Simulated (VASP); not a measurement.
LiSc3: single point with PBE

The system is LiSc3.

```xyz
4
Lattice="1.8524 -2.5492 0.0000 1.8524 2.5492 0.0000 0.0000 0.0000 10.0656" Properties=species:S:1:pos:R:3 pbc="T T T"
Li    0.0000    0.0000    0.0000
Sc    1.8524    0.0000    7.5405
Sc    0.0000    0.0000    5.0328
Sc    1.8524    0.0000    2.5251
```

The cell was generated, and may not be a known phase.

- Program: VASP 6.6.1
- Task: single point
- Functional: PBE
- Potentials or basis: VASP PAW PBE potentials, release 64 (Li_sv, Sc_sv)
- Cutoff: 520 eV
- k mesh: 7 × 7 × 3
- Occupations: gaussian, width 0.2 eV
- Spin: no spin polarisation

* Band gap on the k mesh: zero (bands 18 and 19 overlap by 0.56 eV)

Forces in eV/Å, atoms in the order of the input:
```
Li   0.000  0.000  0.000
Sc   0.000  0.000 -0.003
Sc   0.000  0.000  0.000
Sc   0.000  0.000  0.003
```

Levels at points of the mesh, in eV from the Fermi level:
```csv
k point,band 16,band 17,band 18,band 19,band 20,band 21
"(0.00, 0.00, 0.00)",-2.96,-1.15,0.25,0.58,0.63,0.92
```

Wall time 77 s on 1 thread of Oxide Virtual Turin-like Processor, with other jobs on the host, peak memory 0.2 GiB.
